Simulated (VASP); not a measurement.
Write the native input for VASP 6.6.1 that does the following.

* Task: single point
* Functional: HSE06
* Potentials or basis: VASP PAW PBE potentials, release 64 (Hf_pv, N)
* Cutoff: 520 eV
* k mesh: 4 × 4 × 4
* Occupations: fermi-dirac, width 0.1 eV
* Spin: no spin polarisation
* Dipole correction: no
* Grid for exact exchange (PRECFOCK): Normal
* Further INCAR settings: ALGO = Normal; EDIFF = 1e-07; NBANDS = 14
* Screening parameter: 0.2079 1/Å

The system is HfN (rock salt type).

```
CELL_PARAMETERS angstrom
0.00000 2.20291 2.20291
2.20291 0.00000 2.20291
2.20291 2.20291 0.00000
ATOMIC_POSITIONS crystal
Hf 0.00000 0.00000 0.00000
N 0.50000 0.50000 0.50000
```

These files were run (other wordings do the same):

POSCAR

```
HfN
1.0
    0.0000000000      2.2029136914      2.2029136914
    2.2029136914      0.0000000000      2.2029136914
    2.2029136914      2.2029136914      0.0000000000
Hf N
1 1
Direct
    0.0000000000      0.0000000000      0.0000000000
    0.5000000000      0.5000000000      0.5000000000
```

INCAR.step1

```
ALGO     = Normal         # electronic algorithm
EDIFF    = 1E-5           # SCF threshold, eV
ENCUT    = 520            # plane-wave cutoff, eV
GGA      = PE             # functional
ISIF     = 2              # what is computed and relaxed
ISMEAR   = -1             # smearing method
LASPH    = T              # aspherical terms in the spheres
LCHARG   = F              # write CHGCAR
LREAL    = F              # projectors in reciprocal space
LWAVE    = T              # write WAVECAR
NBANDS   = 14             # bands
NELM     = 100            # most SCF steps
PREC     = Accurate       # precision mode
SIGMA    = 0.1            # smearing width, eV
```

INCAR.step2

```
ALGO     = Normal         # electronic algorithm
EDIFF    = 1E-7           # SCF threshold, eV
ENCUT    = 520            # plane-wave cutoff, eV
GGA      = PE             # functional
HFSCREEN = 0.2079         # screening, 1/A
ISIF     = 2              # what is computed and relaxed
ISMEAR   = -1             # smearing method
ISTART   = 1            
LASPH    = T              # aspherical terms in the spheres
LCHARG   = F              # write CHGCAR
LHFCALC  = T              # exact exchange
LREAL    = F              # projectors in reciprocal space
LWAVE    = F              # write WAVECAR
NBANDS   = 14             # bands
NELM     = 100            # most SCF steps
PREC     = Accurate       # precision mode
PRECFOCK = Normal       
SIGMA    = 0.1            # smearing width, eV
```

KPOINTS

```
k-points
0
Gamma
  4 4 4
```

Potentials or basis: VASP PAW PBE potentials, release 64 (Hf_pv, N).

Launch:

```sh
$ cat potpaw_PBE.64/Hf_pv/POTCAR potpaw_PBE.64/N/POTCAR > POTCAR
$ cp INCAR.step1 INCAR
$ mpirun -np 1 vasp_std > vasp.out
$ cp INCAR.step2 INCAR
$ mpirun -np 1 vasp_std > vasp.out
```

Results of the run:

```
Pressure : 21.0 GPa
```

Caveat: the k points lie up to 0.62 Å⁻¹ apart; the PAW data sets were made with another functional, which shifts forces and pressure a little.

Run time: 3.3 min on 1 thread of AMD EPYC 9R45 (Zen 5), with other jobs on the host, peak memory 0.22 GiB.
